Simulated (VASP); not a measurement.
# NaI (Fm-3m) in VASP: a series of runs

NaI is run at these levels: LDA; tasks: relaxation of cell and atoms.

All numbers are computed with VASP 6.6.1; they aren't measurements. Logs are shortened: lines on timing, memory, paths and dates and some standing lists are left out, and cuts for length are marked.

### 1 The cell of the first run

Symmetry: Fm-3m, No. 225, cubic system. The conventional cell has a = 6.263 Å, b = 6.263 Å, c = 6.263 Å, α = 90.00°, β = 90.00°, γ = 90.00°. Within 4.1 Å of Na (site symmetry m-3m) lie 6 I at 3.13 Å. I (site symmetry m-3m) has 6 Na at 3.13 Å within 4.1 Å.

### 2 Relaxation of cell and atoms, LDA

File INCAR:

```
SYSTEM = NaI
ALGO     = Normal         ! electronic algorithm
EDIFF    = 1E-6           ! SCF threshold, eV
EDIFFG   = -0.005         ! ionic threshold
ENCUT    = 600            ! plane-wave cutoff, eV
IBRION   = 2              ! ionic algorithm
ISIF     = 3              ! what is computed and relaxed
ISMEAR   = 0              ! smearing method
LASPH    = .True.         ! aspherical terms in the spheres
LCHARG   = .False.        ! write CHGCAR
LREAL    = .False.        ! projectors in reciprocal space
LWAVE    = .False.        ! write WAVECAR
NELM     = 60             ! most SCF steps
NSW      = 100            ! ionic steps
PREC     = Accurate       ! precision mode
SIGMA    = 0.02           ! smearing width, eV
```

File KPOINTS:

```
k-points
0
Gamma
  6 6 6
  0 0 0
```

File POSCAR:

```
NaI
1.0
    0.0000000000      3.1312689560      3.1312689560
    3.1312689560      0.0000000000      3.1312689560
    3.1312689560      3.1312689560      0.0000000000
Na I
1 1
Direct
    0.0000000000      0.0000000000      0.0000000000
    0.5000000000      0.5000000000      0.5000000000
```

Potentials or basis: VASP PAW LDA potentials, release 64 (Na_pv, I).

Launch:

```console
> cat potpaw_LDA.64/Na_pv/POTCAR potpaw_LDA.64/I/POTCAR > POTCAR
> mpirun -np 1 vasp_std > vasp.out
```

OUTCAR:

```text
SYSTEM = NaI
   EDIFF = 1E-6
   EDIFFG = -0.005
   ENCUT = 600
   IBRION = 2
   ISIF = 3
   ISMEAR = 0
   LASPH = .True.
   LREAL = .False.
   NELM = 60
   NSW = 100
   PREC = Accurate

 ion  position               nearest neighbor table
   1  0.000  0.000  0.000-   2 3.13   2 3.13   2 3.13   2 3.13   2 3.13   2 3.13
   2  0.500  0.500  0.500-   1 3.13   1 3.13   1 3.13   1 3.13   1 3.13   1 3.13

  LATTYP: Found a face centered cubic cell.
 ALAT       =     6.2625379120

  Lattice vectors:

 A1 = (   0.0000000000,   3.1312689560,   3.1312689560)
 A2 = (   3.1312689560,   0.0000000000,   3.1312689560)
 A3 = (   3.1312689560,   3.1312689560,   0.0000000000)

Analysis of symmetry for initial positions (statically):
=====================================================================
 Subroutine PRICEL returns:
 Original cell was already a primitive cell.

 Routine SETGRP: Setting up the symmetry group for a
 face centered cubic supercell.

 Subroutine GETGRP returns: Found 48 space group operations
 (whereof 48 operations were pure point group operations)
 out of a pool of 48 trial point group operations.

The static configuration has the point symmetry O_h .

Analysis of symmetry for dynamics (positions and initial velocities):
=====================================================================
 Subroutine PRICEL returns:
 Original cell was already a primitive cell.

 Routine SETGRP: Setting up the symmetry group for a
 face centered cubic supercell.

 Subroutine GETGRP returns: Found 48 space group operations
 (whereof 48 operations were pure point group operations)
 out of a pool of 48 trial point group operations.

The dynamic configuration has the point symmetry O_h .

 Subroutine INISYM returns: Found 48 space group operations
 (whereof 48 operations are pure point group operations),
 and found     1 'primitive' translations

----------------------------------------------------------------------------------------

                                     Primitive cell

  volume of cell :      61.4032

  direct lattice vectors                    reciprocal lattice vectors
     0.000000000  3.131268956  3.131268956    -0.159679672  0.159679672  0.159679672
     3.131268956  0.000000000  3.131268956     0.159679672 -0.159679672  0.159679672
     3.131268956  3.131268956  0.000000000     0.159679672  0.159679672 -0.159679672

  length of vectors
     4.428283025  4.428283025  4.428283025     0.276573305  0.276573305  0.276573305

  position of ions in fractional coordinates (direct lattice)
     0.000000000  0.000000000  0.000000000
     0.500000000  0.500000000  0.500000000

  ion indices of the primitive-cell ions
   primitive index   ion index
                 1           1
                 2           2

----------------------------------------------------------------------------------------

 KPOINTS: k-points

Automatic generation of k-mesh.
 Grid dimensions read from file:
 generate k-points for:    6    6    6

 Generating k-lattice:

  Cartesian coordinates                     Fractional coordinates (reciprocal lattice)
    -0.026613279  0.026613279  0.026613279     0.166666667  0.000000000  0.000000000
     0.026613279 -0.026613279  0.026613279     0.000000000  0.166666667  0.000000000
     0.026613279  0.026613279 -0.026613279     0.000000000  0.000000000  0.166666667

  Length of vectors
     0.046095551  0.046095551  0.046095551

  Shift w.r.t. Gamma in fractional coordinates (k-lattice)
     0.000000000  0.000000000  0.000000000

 Subroutine IBZKPT returns following result:
 ===========================================

 Found     16 irreducible k-points:

 Following reciprocal coordinates:
            Coordinates               Weight
  0.000000  0.000000  0.000000      1.000000
  0.166667  0.000000  0.000000      8.000000
  0.333333  0.000000  0.000000      8.000000
  0.500000  0.000000  0.000000      4.000000
  0.166667  0.166667  0.000000      6.000000
  0.333333  0.166667  0.000000     24.000000
[... 8 lines left out ...]
 -0.333333  0.333333  0.166667     24.000000
 -0.333333  0.500000  0.166667     12.000000
   k-points           NKPTS =     16   k-points in BZ     NKDIM =     16   number of bands    NBANDS=     11
   number of dos      NEDOS =    301   number of ions     NIONS =      2
   total plane-waves  NPLWV =  46656
   dimension x,y,z NGX =    36 NGY =   36 NGZ =   36
   dimension x,y,z NGXF=    72 NGYF=   72 NGZF=   72
   ions per type =               1   1
   NGX,Y,Z   is equivalent  to a cutoff of  13.52, 13.52, 13.52 a.u.
   NGXF,Y,Z  is equivalent  to a cutoff of  27.03, 27.03, 27.03 a.u.
 SYSTEM =  NaI
   PREC   = accura    normal or accurate (medium, high low for compatibility)
   ISTART =      0    job   : 0-new  1-cont  2-samecut
   ICHARG =      2    charge: 1-file 2-atom 10-const
   ISPIN  =      1    spin polarized calculation?
   LNONCOLLINEAR =      F non collinear calculations
   LSORBIT =      F    spin-orbit coupling
   LASPH  =      T    aspherical Exc in radial PAW
   ENCUT  =  600.0 eV  44.10 Ry    6.64 a.u.   8.84  8.84  8.84*2*pi/ulx,y,z
   NELM   =     60;   NELMIN=  2; NELMDL= -5     # of ELM steps
   EDIFF  = 0.1E-05   stopping-criterion for ELM
   LREAL  =      F    real-space projection
   EDIFFG = -.5E-02   stopping-criterion for IOM
   NSW    =    100    number of steps for IOM
   IBRION =      2    ionic relax: 0-MD 1-quasi-New 2-CG
   NFREE  =      1    steps in history (QN), initial steepest desc. (CG)
   ISIF   =      3    stress and relaxation
   ISYM   =      2    0-nonsym 1-usesym 2-fastsym
   POTIM  = 0.5000    time-step for ionic-motion
   TEBEG  =    0.0;   TEEND  =   0.0 temperature during run
   PSTRESS=    0.0 pullay stress
   NELECT =      14.0000    total number of electrons
   NUPDOWN=      -1.0000    fix difference up-down
   EMIN   =  10.00;   EMAX   =-10.00  energy-range for DOS
   EFERMI =   0.00;   METHOD = LEGACY
   ISMEAR =     0;   SIGMA  =   0.02  broadening in eV -4-tet -1-fermi 0-gaus
   EFERMI_NEDOS =   21; number of points for ismear=-14 and -15
   IALGO  =     38    algorithm
   IMIX   =      4    mixing-type and parameters
     AMIX     =   0.40;   BMIX     =  1.00
     AMIX_MAG =   1.60;   BMIX_MAG =  1.00
  volume/ion in A,a.u.               =      30.70       207.18
  Fermi-wavevector in a.u.,A,eV,Ry     =   1.000124  1.889960 13.609198  1.000248
  Thomas-Fermi vector in A             =   2.132460
   LORBIT       =      0    0 simple, 1 ext, 2 COOP (PROOUT), +10 PAW based schemes
   GGA     = CA    functional components
   LHFCALC =     F    Hartree Fock is set to
   AEXX    =    0.0000 exact exchange contribution
   IVDW    =     0    specifies the selected vdW correction
   LEPSILON=     F    determine dielectric tensor
   LRPA    =     F    only Hartree local field effects (RPA)
 conjugate gradient relaxation of ions
 non-spin polarized calculation
 Gauss-broadening in eV      SIGMA  =   0.02
  energy-cutoff  :      600.00
  volume of cell :       61.40
 maximum number of plane-waves:      2085
   NGX = 17   NGY = 17   NGZ = 17

 number of electron      13.9999995 magnetization

 Free energy of the ion-electron system (eV)
  ---------------------------------------------------
  ext. energy  EPLUGINS =         0.00000000
  ---------------------------------------------------
  free energy    TOTEN  =        -6.01685284 eV

  energy without entropy =       -6.01685284  energy(sigma->0) =       -6.01685284

 E-fermi :   1.5095     XC(G=0):  -8.5016

 val. band max:        1.3600002187   @ k =   0.0000   0.0000   0.0000
 cond. band min:       4.9901564080   @ k =   0.0000   0.0000   0.0000
 fundamental gap:      3.6301561892
 Fermi energy:         1.5094568103

 k-point     1 :       0.0000    0.0000    0.0000
  band No.  band energies     occupation
      1     -20.9479      2.00000
      2     -20.9479      2.00000
      3     -20.9479      2.00000
      4     -10.0037      2.00000
      5       1.3600      2.00000
      6       1.3600      2.00000
      7       1.3600      2.00000
      8       4.9902      0.00000
      9       9.1513      0.00000
     10       9.1513      0.00000
     11       9.1513      0.00000

 k-point     2 :       0.1667    0.0000    0.0000
  band No.  band energies     occupation
      1     -20.9502      2.00000
      2     -20.9480      2.00000
      3     -20.9480      2.00000
      4      -9.9050      2.00000
      5       0.4612      2.00000
      6       1.2640      2.00000
      7       1.2640      2.00000
      8       5.8780      0.00000
      9       8.6857      0.00000
     10       9.3828      0.00000
     11       9.3828      0.00000

 k-point     3 :       0.3333    0.0000    0.0000
  band No.  band energies     occupation
      1     -20.9549      2.00000
      2     -20.9483      2.00000
      3     -20.9483      2.00000
      4      -9.6922      2.00000
      5      -0.7669      2.00000
      6       1.0871      2.00000
      7       1.0871      2.00000
      8       6.3361      0.00000
      9       8.9841      0.00000
     10       8.9841      0.00000
     11       9.6511      0.00000
[... 155 lines left out ...]
 k-point    15 :      -0.3333    0.3333    0.1667
  band No.  band energies     occupation
      1     -20.9545      2.00000
      2     -20.9517      2.00000
      3     -20.9498      2.00000
      4      -9.4931      2.00000
      5      -0.7276      2.00000
      6      -0.0813      2.00000
      7       0.5560      2.00000
      8       7.3557      0.00000
      9       7.9389      0.00000
     10       9.3023      0.00000
     11       9.9349      0.00000

 k-point    16 :      -0.3333    0.5000    0.1667
  band No.  band energies     occupation
      1     -20.9538      2.00000
      2     -20.9517      2.00000
      3     -20.9510      2.00000
      4      -9.4675      2.00000
      5      -0.6700      2.00000
      6       0.0029      2.00000
      7       0.2636      2.00000
      8       6.6702      0.00000
      9       7.6549      0.00000
     10      10.0660      0.00000
     11      10.0898      0.00000

------------------------ aborting loop because EDIFF is reached ----------------------------------------

  FORCE on cell =-STRESS in cart. coord.  units (eV):
  Direction    XX          YY          ZZ          XY          YZ          ZX
  --------------------------------------------------------------------------------------
  -------------------------------------------------------------------------------------
  Total        0.0044977      0.0044977      0.0044977      0.0000000      0.0000000     -0.0000000
  in kB        0.1173583      0.1173583      0.1173583      0.0000000      0.0000000     -0.0000000
  external PRESSURE =       0.1173583 kB  Pullay stress =       0.0000000 kB

 VOLUME and BASIS-vectors are now :
 -----------------------------------------------------------------------------
  energy-cutoff  :      600.00
  volume of cell :       61.40
      direct lattice vectors                 reciprocal lattice vectors
     0.000000000  3.131268956  3.131268956    -0.159679672  0.159679672  0.159679672
     3.131268956  0.000000000  3.131268956     0.159679672 -0.159679672  0.159679672
     3.131268956  3.131268956  0.000000000     0.159679672  0.159679672 -0.159679672

 POSITION                                       TOTAL-FORCE (eV/Angst)
 -----------------------------------------------------------------------------------
      0.00000      0.00000      0.00000        -0.000000      0.000000      0.000000
      3.13127      3.13127      3.13127         0.000000      0.000000     -0.000000
 -----------------------------------------------------------------------------------
    total drift:                                0.000000      0.000000      0.000000

  FREE ENERGIE OF THE ION-ELECTRON SYSTEM (eV)
  ---------------------------------------------------
  free  energy   TOTEN  =        -6.0168528432 eV

  energy  without entropy=       -6.0168528432  energy(sigma->0) =       -6.01685284

 reached required accuracy - stopping structural energy minimisation
```

It took 12 s on 1 thread of Intel Xeon 8259CL, shared host; peak memory 0.17 GiB.

What came out:

| Property | Result |
| --- | --- |
| Free energy | -6.0169 eV |
| Pressure after relaxing | 0.0 GPa |
| Band gap on the k mesh | 3.63 eV |

Final structure:
```xyz
2
Lattice="0.0000 3.1313 3.1313 3.1313 0.0000 3.1313 3.1313 3.1313 0.0000" Properties=species:S:1:pos:R:3 pbc="T T T"
Na    0.0000    0.0000    0.0000
I     3.1313    3.1313    3.1313
```

Levels at points of the mesh, in eV from the valence-band top:
| k point | band 5 | band 6 | band 7 | band 8 | band 9 | band 10 |
| --- | --- | --- | --- | --- | --- | --- |
| (0.00, 0.00, 0.00) | 0.00 | 0.00 | 0.00 | 3.63 | 7.79 | 7.79 |
| (0.50, 0.00, 0.00) | -2.63 | -0.36 | -0.36 | 4.89 | 7.36 | 7.36 |
| (0.50, 0.50, 0.00) | -2.30 | -0.91 | -0.91 | 4.33 | 5.18 | 10.28 |

Caveat: the relaxation stopped at its first step, so nothing moved; spin-orbit coupling is left out, which moves the levels of the heavy elements. A hybrid or GW would open this gap; LDA tends to underestimate it.

[end of part 1 of 2]
